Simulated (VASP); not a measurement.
# Cu (Pm-3m) in VASP: a series of runs

Cu is run at these levels: PBE; tasks: single point.

Program: VASP 6.6.1. These are calculated values, not measurements. Logs are shortened: lines on timing, memory, paths and dates and some standing lists are left out, and cuts for length are marked.

### 1 The cell of the first run

The structure is cubic, space group Pm-3m (No. 221). The conventional cell has a = 2.374 Å, b = 2.374 Å, c = 2.374 Å, α = 90.00°, β = 90.00°, γ = 90.00°. Cu (site symmetry m-3m) has 6 Cu at 2.37 Å within 3.1 Å.

### 2 Single point, PBE (volume scaled by 0.96)

Input file INCAR:

```
PREC = Accurate
ENCUT = 520
EDIFF = 1E-6
ISMEAR = -1
SIGMA = 0.1
LREAL = False
LASPH = True
NELM = 80
ALGO = Normal
ISIF = 2
LWAVE = False
LCHARG = False
GGA = PE
NBANDS = 12
```

Input file KPOINTS:

```
regular mesh
0
Gamma
  21 21 21
```

Input file POSCAR:

```
Cu
1.0
    2.3742203116      0.0000000000      0.0000000000
    0.0000000000      2.3742203116      0.0000000000
    0.0000000000      0.0000000000      2.3742203116
Cu
1
Direct
    0.0000000000      0.0000000000      0.0000000000
```

Potentials or basis: VASP PAW PBE potentials, release 64 (Cu).

The run is started by

```sh
> cat potpaw_PBE.64/Cu/POTCAR > POTCAR
> mpirun -np 1 vasp_std > vasp.out
```

OUTCAR:

```text
PREC = Accurate
   ENCUT = 520
   EDIFF = 1E-6
   ISMEAR = -1
   LREAL = False
   LASPH = True
   NELM = 80
   ISIF = 2
   GGA = PE

 ion  position               nearest neighbor table
   1  0.000  0.000  0.000-

  LATTYP: Found a simple cubic cell.
 ALAT       =     2.3742203116

  Lattice vectors:

 A1 = (   2.3742203116,   0.0000000000,   0.0000000000)
 A2 = (   0.0000000000,   2.3742203116,   0.0000000000)
 A3 = (   0.0000000000,   0.0000000000,   2.3742203116)

Analysis of symmetry for initial positions (statically):
=====================================================================
 Subroutine PRICEL returns:
 Original cell was already a primitive cell.

 Routine SETGRP: Setting up the symmetry group for a
 simple cubic supercell.

 Subroutine GETGRP returns: Found 48 space group operations
 (whereof 48 operations were pure point group operations)
 out of a pool of 48 trial point group operations.

The static configuration has the point symmetry O_h .

Analysis of symmetry for dynamics (positions and initial velocities):
=====================================================================
 Subroutine PRICEL returns:
 Original cell was already a primitive cell.

 Routine SETGRP: Setting up the symmetry group for a
 simple cubic supercell.

 Subroutine GETGRP returns: Found 48 space group operations
 (whereof 48 operations were pure point group operations)
 out of a pool of 48 trial point group operations.

The dynamic configuration has the point symmetry O_h .

 Subroutine INISYM returns: Found 48 space group operations
 (whereof 48 operations are pure point group operations),
 and found     1 'primitive' translations

----------------------------------------------------------------------------------------

                                     Primitive cell

  volume of cell :      13.3833

  direct lattice vectors                    reciprocal lattice vectors
     2.374220312  0.000000000  0.000000000     0.421190904  0.000000000  0.000000000
     0.000000000  2.374220312  0.000000000     0.000000000  0.421190904  0.000000000
     0.000000000  0.000000000  2.374220312     0.000000000  0.000000000  0.421190904

  length of vectors
     2.374220312  2.374220312  2.374220312     0.421190904  0.421190904  0.421190904

  position of ions in fractional coordinates (direct lattice)
     0.000000000  0.000000000  0.000000000

  ion indices of the primitive-cell ions
   primitive index   ion index
                 1           1

----------------------------------------------------------------------------------------

 KPOINTS: regular mesh

Automatic generation of k-mesh.
 Grid dimensions read from file:
 generate k-points for:   21   21   21

 Generating k-lattice:

  Cartesian coordinates                     Fractional coordinates (reciprocal lattice)
     0.020056710  0.000000000  0.000000000     0.047619048  0.000000000  0.000000000
     0.000000000  0.020056710  0.000000000     0.000000000  0.047619048  0.000000000
     0.000000000  0.000000000  0.020056710     0.000000000  0.000000000  0.047619048

  Length of vectors
     0.020056710  0.020056710  0.020056710

  Shift w.r.t. Gamma in fractional coordinates (k-lattice)
     0.000000000  0.000000000  0.000000000

 Subroutine IBZKPT returns following result:
 ===========================================

 Found    286 irreducible k-points:

 Following reciprocal coordinates:
            Coordinates               Weight
  0.000000  0.000000  0.000000      1.000000
  0.047619  0.000000  0.000000      6.000000
  0.095238  0.000000  0.000000      6.000000
  0.142857  0.000000  0.000000      6.000000
  0.190476  0.000000  0.000000      6.000000
  0.238095  0.000000  0.000000      6.000000
[... 16 lines left out ...]
  0.142857  0.095238  0.000000     24.000000
  0.190476  0.095238  0.000000     24.000000
 [... further k-points ...]
   k-points           NKPTS =    286   k-points in BZ     NKDIM =    286   number of bands    NBANDS=     12
   number of dos      NEDOS =    301   number of ions     NIONS =      1
   total plane-waves  NPLWV =   5832
   dimension x,y,z NGX =    18 NGY =   18 NGZ =   18
   dimension x,y,z NGXF=    36 NGYF=   36 NGZF=   36
   ions per type =               1
   NGX,Y,Z   is equivalent  to a cutoff of  12.60, 12.60, 12.60 a.u.
   NGXF,Y,Z  is equivalent  to a cutoff of  25.21, 25.21, 25.21 a.u.
 SYSTEM =  unknown system
   PREC   = accura    normal or accurate (medium, high low for compatibility)
   ISTART =      0    job   : 0-new  1-cont  2-samecut
   ICHARG =      2    charge: 1-file 2-atom 10-const
   ISPIN  =      1    spin polarized calculation?
   LNONCOLLINEAR =      F non collinear calculations
   LSORBIT =      F    spin-orbit coupling
   LASPH  =      T    aspherical Exc in radial PAW
   ENCUT  =  520.0 eV  38.22 Ry    6.18 a.u.   4.41  4.41  4.41*2*pi/ulx,y,z
   NELM   =     80;   NELMIN=  2; NELMDL= -5     # of ELM steps
   EDIFF  = 0.1E-05   stopping-criterion for ELM
   LREAL  =      F    real-space projection
   EDIFFG = 0.1E-04   stopping-criterion for IOM
   NSW    =      0    number of steps for IOM
   IBRION =     -1    ionic relax: 0-MD 1-quasi-New 2-CG
   NFREE  =      0    steps in history (QN), initial steepest desc. (CG)
   ISIF   =      2    stress and relaxation
   ISYM   =      2    0-nonsym 1-usesym 2-fastsym
   POTIM  = 0.5000    time-step for ionic-motion
   TEBEG  =    0.0;   TEEND  =   0.0 temperature during run
   PSTRESS=    0.0 pullay stress
   NELECT =      11.0000    total number of electrons
   NUPDOWN=      -1.0000    fix difference up-down
   EMIN   =  10.00;   EMAX   =-10.00  energy-range for DOS
   EFERMI =   0.00;   METHOD = LEGACY
   ISMEAR =    -1;   SIGMA  =   0.10  broadening in eV -4-tet -1-fermi 0-gaus
   EFERMI_NEDOS =   21; number of points for ismear=-14 and -15
   IALGO  =     38    algorithm
   IMIX   =      4    mixing-type and parameters
     AMIX     =   0.40;   BMIX     =  1.00
     AMIX_MAG =   1.60;   BMIX_MAG =  1.00
  volume/ion in A,a.u.               =      13.38        90.31
  Fermi-wavevector in a.u.,A,eV,Ry     =   1.533503  2.897901 31.995900  2.351632
  Thomas-Fermi vector in A             =   2.640561
   LORBIT       =      0    0 simple, 1 ext, 2 COOP (PROOUT), +10 PAW based schemes
   GGA     = PE    functional components
   LHFCALC =     F    Hartree Fock is set to
   AEXX    =    0.0000 exact exchange contribution
   IVDW    =     0    specifies the selected vdW correction
   LEPSILON=     F    determine dielectric tensor
   LRPA    =     F    only Hartree local field effects (RPA)
 non-spin polarized calculation
  energy-cutoff  :      520.00
  volume of cell :       13.38
 maximum number of plane-waves:       370
 NGX is ok and might be reduce to    18
   NGX =  9   NGY =  9   NGZ =  9

 number of electron      11.0000033 magnetization

 Free energy of the ion-electron system (eV)
  ---------------------------------------------------
  ext. energy  EPLUGINS =         0.00000000
  ---------------------------------------------------
  free energy    TOTEN  =        -3.26133603 eV

  energy without entropy =       -3.25280682  energy(sigma->0) =       -3.25707142

 E-fermi :   5.9801     XC(G=0): -11.9285

 val. band max:        5.9584285782   @ k =   0.3333   0.3333   0.1429
 cond. band min:       6.0161322001   @ k =   0.4286   0.2381   0.0000
 fundamental gap:      0.0577036219
 Fermi energy:         5.9801433658

 k-point     1 :       0.0000    0.0000    0.0000
  band No.  band energies     occupation
      1      -2.2645      2.00000
      2       2.0492      2.00000
      3       2.0492      2.00000
      4       4.6750      2.00000
      5       4.6750      2.00000
      6       4.6750      2.00000
      7      23.9651      0.00000
      8      23.9651      0.00000
      9      23.9651      0.00000
     10      27.4331      0.00000
     11      27.4331      0.00000
     12      31.3839      0.00000

 k-point     2 :       0.0476    0.0000    0.0000
  band No.  band energies     occupation
      1      -2.2009      2.00000
      2       2.0565      2.00000
      3       2.0735      2.00000
      4       4.6556      2.00000
      5       4.6556      2.00000
      6       4.6766      2.00000
      7      22.9335      0.00000
      8      24.0479      0.00000
      9      24.0479      0.00000
     10      27.4593      0.00000
     11      28.2274      0.00000
     12      31.7415      0.00000

 k-point     3 :       0.0952    0.0000    0.0000
  band No.  band energies     occupation
      1      -2.0116      2.00000
      2       2.0779      2.00000
      3       2.1454      2.00000
      4       4.5995      2.00000
      5       4.5995      2.00000
      6       4.6812      2.00000
      7      21.0551      0.00000
      8      24.2942      0.00000
      9      24.2942      0.00000
     10      27.5382      0.00000
     11      29.2048      0.00000
     12      33.0016      0.00000

 k-point     4 :       0.1429    0.0000    0.0000
  band No.  band energies     occupation
      1      -1.7014      2.00000
      2       2.1114      2.00000
      3       2.2626      2.00000
      4       4.5126      2.00000
      5       4.5126      2.00000
      6       4.6883      2.00000
      7      19.0605      0.00000
      8      24.6978      0.00000
      9      24.6978      0.00000
     10      27.6707      0.00000
     11      29.7217      0.00000
     12      35.0706      0.00000

 k-point     5 :       0.1905    0.0000    0.0000
  band No.  band energies     occupation
      1      -1.2795      2.00000
      2       2.1544      2.00000
      3       2.4224      2.00000
      4       4.4041      2.00000
      5       4.4041      2.00000
      6       4.6975      1.99999
      7      17.0976      0.00000
      8      25.2489      0.00000
      9      25.2489      0.00000
     10      27.8577      0.00000
     11      30.0305      0.00000
     12      37.5317      0.00000
[... 228 lines left out ...]
      1       1.6490      2.00000
      2       2.4077      2.00000
      3       3.6519      2.00000
      4       3.8718      2.00000
      5       4.7285      1.99999
      6       4.7554      1.99999
      7       8.2518      0.00000
      8      28.8165      0.00000
      9      29.8242      0.00000
     10      30.5577      0.00000
     11      30.7290      0.00000
     12      33.6705      0.00000

 k-point    22 :       0.0952    0.0952    0.0000
  band No.  band energies     occupation
      1      -1.7604      2.00000
      2       2.1395      2.00000
      3       2.2100      2.00000
      4       4.5221      2.00000
      5       4.5948      2.00000
      6       4.6180      2.00000
      7      20.9975      0.00000
      8      21.6914      0.00000
      9      24.6216      0.00000
     10      28.4268      0.00000
     11      31.0641      0.00000
     12      33.7996      0.00000

 k-point    23 :       0.1429    0.0952    0.0000
  band No.  band energies     occupation
      1      -1.4527      2.00000
      2       2.1827      2.00000
      3       2.3192      2.00000
      4       4.4343      2.00000
      5       4.5179      2.00000
      6       4.6172      2.00000
      7      19.2656      0.00000
      8      21.7587      0.00000
      9      25.0231      0.00000
     10      28.6455      0.00000
     11      32.0066      0.00000
     12      35.3438      0.00000

 k-point    24 :       0.1905    0.0952    0.0000
  band No.  band energies     occupation
      1      -1.0351      2.00000
      2       2.2292      2.00000
      3       2.4766      2.00000
      4       4.3275      2.00000
      5       4.4115      2.00000
      6       4.6266      2.00000
      7      17.3216      0.00000
      8      22.1943      0.00000
      9      25.5717      0.00000
     10      28.8731      0.00000
     11      32.4600      0.00000
     12      37.0273      0.00000

 [... further k-points ...]

------------------------ aborting loop because EDIFF is reached ----------------------------------------

  FORCE on cell =-STRESS in cart. coord.  units (eV):
  Direction    XX          YY          ZZ          XY          YZ          ZX
  --------------------------------------------------------------------------------------
  -------------------------------------------------------------------------------------
  Total        0.4343854      0.4343854      0.4343854      0.0000000     -0.0000000      0.0000000
  in kB       52.0023253     52.0023253     52.0023253      0.0000000     -0.0000000      0.0000000
  external PRESSURE =      52.0023253 kB  Pullay stress =       0.0000000 kB

 VOLUME and BASIS-vectors are now :
 -----------------------------------------------------------------------------
  energy-cutoff  :      520.00
  volume of cell :       13.38
      direct lattice vectors                 reciprocal lattice vectors
     2.374220312  0.000000000  0.000000000     0.421190904  0.000000000  0.000000000
     0.000000000  2.374220312  0.000000000     0.000000000  0.421190904  0.000000000
     0.000000000  0.000000000  2.374220312     0.000000000  0.000000000  0.421190904

 POSITION                                       TOTAL-FORCE (eV/Angst)
 -----------------------------------------------------------------------------------
      0.00000      0.00000      0.00000         0.000000      0.000000      0.000000
 -----------------------------------------------------------------------------------
    total drift:                                0.000000      0.000000      0.000000

  FREE ENERGIE OF THE ION-ELECTRON SYSTEM (eV)
  ---------------------------------------------------
  free  energy   TOTEN  =        -3.2613360259 eV

  energy  without entropy=       -3.2528068217  energy(sigma->0) =       -3.25707142
```

Run time: 13 s. Hardware: 1 thread of Intel Xeon 6975P-C (Granite Rapids), shared host; peak memory 0.15 GiB.

Results:

- Free energy: -3.2613 eV
- Pressure: 5.2 GPa

Caveat: the cell differs from its parent crystal (volume scaled by 0.96).

### 3 Single point, PBE

This run uses another cell than the first one, of 13.94 Å³/atom, 1.042 times its volume.

Input file INCAR:

```
ALGO = Normal
EDIFF = 1E-6
ENCUT = 520
GGA = PE
ISIF = 2
ISMEAR = -1
LASPH = T
LCHARG = F
LREAL = F
LWAVE = F
NBANDS = 12
NELM = 80
PREC = Accurate
SIGMA = 0.1
```

Input file KPOINTS:

```
k-points
0
Gamma
  21 21 21
```

Input file POSCAR:

```
Cu
1.0
    2.4067479196      0.0000000000      0.0000000000
    0.0000000000      2.4067479196      0.0000000000
    0.0000000000      0.0000000000      2.4067479196
Cu
1
Direct
    0.0000000000      0.0000000000      0.0000000000
```

Potentials or basis: VASP PAW PBE potentials, release 64 (Cu).

The run is started by

```sh
> cat potpaw_PBE.64/Cu/POTCAR > POTCAR
> mpirun -np 1 vasp_std > vasp.out
```

It took 14 s on 1 thread of Intel Xeon 6975P-C (Granite Rapids), shared host; peak memory 0.15 GiB.

The run converged. Its results:

```yaml
Free_energy: -3.2704 eV
Pressure: 0.3 GPa
```

Levels at points of the mesh, in eV from the Fermi level:
```
           k point  band 3  band 4  band 5  band 6  band 7  band 8  band 9  band 10
(0.00, 0.00, 0.00)   -3.76   -1.29   -1.29   -1.29   17.54   17.54   17.54    20.94
```

### 4 Single point, PBE (volume scaled by 1.04)

Input file INCAR:

```
PREC = Accurate
ENCUT = 520
EDIFF = 1E-6
ISMEAR = -1
SIGMA = 0.1
LREAL = F
LASPH = T
NELM = 60
ALGO = Normal
ISIF = 2
LWAVE = F
LCHARG = F
GGA = PE
NBANDS = 12
```

Input file KPOINTS:

```
Automatic mesh
0
Gamma
  21 21 21
```

Input file POSCAR:

```
Cu
1.0
    2.4384192873      0.0000000000      0.0000000000
    0.0000000000      2.4384192873      0.0000000000
    0.0000000000      0.0000000000      2.4384192873
Cu
1
Direct
    0.0000000000      0.0000000000      0.0000000000
```

The run is started by

```sh
> cat potpaw_PBE.64/Cu/POTCAR > POTCAR
> mpirun -np 1 vasp_std > vasp.out
```

Wall time 14 s (1 thread of Intel Xeon 6975P-C (Granite Rapids), shared host); peak memory 0.15 GiB.

Results (log left out):

```yaml
Free_energy: -3.2651 eV
Pressure: -3.3 GPa
```

Levels at points of the mesh, in eV from the Fermi level:
```
           k point  band 2  band 3  band 4  band 5  band 6  band 7  band 8  band 9  band 10  band 11
(0.00, 0.00, 0.00)   -3.61   -3.61   -1.28   -1.28   -1.28   17.12   17.12   17.12    20.46    20.46
```

Caveat: the cell differs from its parent crystal (volume scaled by 1.04).

### 5 Single point, PBE (volume scaled by 1.08)

Input file INCAR:

```
SYSTEM = Cu
ALGO = Normal
EDIFF = 1E-6
ENCUT = 520
GGA = PE
ISIF = 2
ISMEAR = -1
LASPH = .True.
LCHARG = .False.
LREAL = .False.
LWAVE = .False.
NBANDS = 12
NELM = 100
PREC = Accurate
SIGMA = 0.1
```

Input file KPOINTS:

```
k-points
0
Gamma
  21 21 21
  0 0 0
```

Input file POSCAR:

```
Cu
1.0
    2.4692886313      0.0000000000      0.0000000000
    0.0000000000      2.4692886313      0.0000000000
    0.0000000000      0.0000000000      2.4692886313
Cu
1
Direct
    0.0000000000      0.0000000000      0.0000000000
```

The run is started by

```sh
> cat potpaw_PBE.64/Cu/POTCAR > POTCAR
> mpirun -np 1 vasp_std > vasp.out
```

It took 13 s on 1 thread of Intel Xeon 6975P-C (Granite Rapids), shared host; peak memory 0.15 GiB.

It converged, with:

* Free energy: -3.2486 eV
* Pressure: -5.7 GPa

Levels at points of the mesh, in eV from the Fermi level:
```
           k point  band 3  band 4  band 5  band 6  band 7  band 8  band 9  band 10
(0.00, 0.00, 0.00)   -3.47   -1.27   -1.27   -1.27   16.72   16.72   16.72    20.01
```

Caveat: the cell differs from its parent crystal (volume scaled by 1.08).

### 6 The runs side by side

| cell | gap on the mesh (eV) | pressure (GPa) |
| --- | --- | --- |
| a = 2.374 Å, 1 atom | none | 5.2 |
| a = 2.407 Å, 1 atom | none | 0.3 |
| a = 2.438 Å, 1 atom | none | -3.3 |
| a = 2.469 Å, 1 atom | none | -5.7 |

Alike in all rows: task single point; level PBE; potentials or basis VASP PAW PBE potentials, release 64 (Cu); no spin polarisation; k mesh 21 × 21 × 21; cutoff (eV) 520; smearing fermi-dirac 0.1 eV.

Absolute energies hang on the potentials; compare differences alone.
